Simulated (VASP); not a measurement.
## SnSe: relaxation of cell and atoms with PBE

SnSe:

```
Sn Se
1.0
    11.42000    0.00000    0.00000
     0.00000    4.19000    0.00000
     0.00000    0.00000    4.46000
Sn Se
4 4
Direct
  0.12300 0.25000 0.09100
  0.37700 0.75000 0.59100
  0.62300 0.25000 0.40900
  0.87700 0.75000 0.90900
  0.35700 0.25000 0.01600
  0.14300 0.75000 0.51600
  0.85700 0.25000 0.48400
  0.64300 0.75000 0.98400
```

```yaml
Program: VASP 6.6.1
Task: relaxation of cell and atoms
Functional: PBE
Potentials_or_basis: VASP PAW PBE potentials, release 64 (Sn_d, Se)
Cutoff: 600 eV
k_mesh: 4 × 8 × 8
Occupations: gaussian, width 0.03 eV
Spin: no spin polarisation
Further_INCAR_settings: ALGO = Normal; EDIFF = 1e-06; IBRION = 2; EDIFFG = -0.01; NSW = 90; ISIF = 3
```

```
Relaxed volume                        : 28.25 Å³/atom
Relaxed cell                          : a = 11.766 Å, b = 4.206 Å, c = 4.566 Å, α = 90.00°, β = 90.00°, γ = 90.00°
Space group after relaxing (to 0.1 Å) : Pnma (No. 62)
Energy gained by relaxing             : 13.9 meV/atom
Ionic steps                           : 36
Pressure after relaxing               : 0.0 GPa
Band gap on the k mesh                : 0.69 eV (least direct gap 0.95 eV)
```

Forces in eV/Å, atoms in the order of the input:
```
Sn  -0.001  0.000  0.002
Sn   0.001  0.000  0.002
Sn  -0.001  0.000 -0.002
Sn   0.001  0.000 -0.002
Se   0.002  0.000 -0.002
Se  -0.002  0.000 -0.002
Se   0.002  0.000  0.002
Se  -0.002  0.000  0.002
```

Step by step:
```tsv
step	energy change (eV)	largest force (eV/Å)	pressure (GPa)	volume (Å³)
1	0.0000	0.3318	2.42	213.41
2	-0.0773	0.2142	-0.90	226.09
3	-0.0926	0.0984	-0.02	222.21
4	-0.0963	0.0760	0.06	222.29
5	-0.0989	0.0723	0.19	222.42
6	-0.1019	0.0532	0.06	223.61
7	-0.1033	0.0285	-0.19	226.28
8	-0.1037	0.0303	-0.13	225.49
9	-0.1047	0.0285	0.07	225.34
10	-0.1047	0.0312	0.08	225.32
11	-0.1058	0.0210	0.02	225.85
12	-0.1060	0.0191	-0.02	226.32
13	-0.1065	0.0244	-0.02	226.47
14	-0.1066	0.0310	-0.02	226.57
15	-0.1072	0.0269	-0.01	226.44
16	-0.1083	0.0181	0.06	226.05
17	-0.1086	0.0343	0.22	225.27
18	-0.1088	0.0255	0.14	225.63
19	-0.1091	0.0231	0.12	225.73
20	-0.1096	0.0158	0.04	226.04
21	-0.1098	0.0301	-0.09	226.64
22	-0.1099	0.0230	-0.07	226.45
23	-0.1100	0.0187	-0.04	226.37
24	-0.1102	0.0120	0.00	226.23
25	-0.1102	0.0136	0.00	226.19
26	-0.1103	0.0137	0.02	226.17
27	-0.1104	0.0178	0.02	226.10
28	-0.1104	0.0205	0.04	226.08
29	-0.1105	0.0189	0.01	226.16
30	-0.1106	0.0156	-0.05	226.40
31	-0.1108	0.0126	-0.03	226.32
32	-0.1109	0.0115	0.02	226.07
33	-0.1110	0.0095	0.03	226.06
34	-0.1112	0.0039	0.03	226.00
35	-0.1111	0.0102	0.04	225.88
36	-0.1113	0.0029	0.01	225.96
```

Final structure:
```xyz
8
Lattice="11.7656 0.0000 0.0000 0.0000 4.2064 0.0000 0.0000 0.0000 4.5657" Properties=species:S:1:pos:R:3 pbc="T T T"
Sn    1.4213    1.0516    0.5287
Sn    4.4615    3.1548    2.8115
Sn    7.3041    1.0516    1.7542
Sn   10.3443    3.1548    4.0370
Se    4.1760    1.0516    0.1092
Se    1.7068    3.1548    2.3920
Se   10.0588    1.0516    2.1737
Se    7.5896    3.1548    4.4565
```

Levels at points of the mesh, in eV from the valence-band top:
| k point | band 38 | band 39 | band 40 | band 41 | band 42 | band 43 |
| --- | --- | --- | --- | --- | --- | --- |
| (0.00, 0.00, 0.00) | -1.08 | -0.62 | -0.43 | 0.84 | 2.79 | 2.99 |
| (0.50, 0.00, 0.00) | -1.68 | -0.47 | -0.47 | 2.53 | 2.53 | 2.70 |
| (0.00, 0.50, 0.00) | -0.88 | -0.80 | -0.80 | 1.14 | 1.14 | 1.25 |
| (0.50, 0.50, 0.00) | -0.96 | -0.96 | -0.96 | 1.43 | 1.43 | 1.43 |
| (0.00, 0.00, 0.50) | -0.72 | -0.20 | -0.20 | 1.28 | 1.28 | 1.66 |
| (0.50, 0.00, 0.50) | -0.42 | -0.23 | -0.23 | 1.28 | 1.28 | 1.71 |
| (0.00, 0.50, 0.50) | -2.10 | -1.25 | -1.25 | 2.64 | 2.64 | 3.05 |
| (0.50, 0.50, 0.50) | -1.42 | -1.42 | -1.42 | 2.56 | 2.56 | 2.56 |

Run time: 91 min on 2 MPI ranks on AMD EPYC 9R45 (Zen 5) (shared host), peak memory 0.85 GiB a rank.

Caveat: spin-orbit coupling is left out, which moves the levels of the heavy elements. A k mesh can miss the band edges.
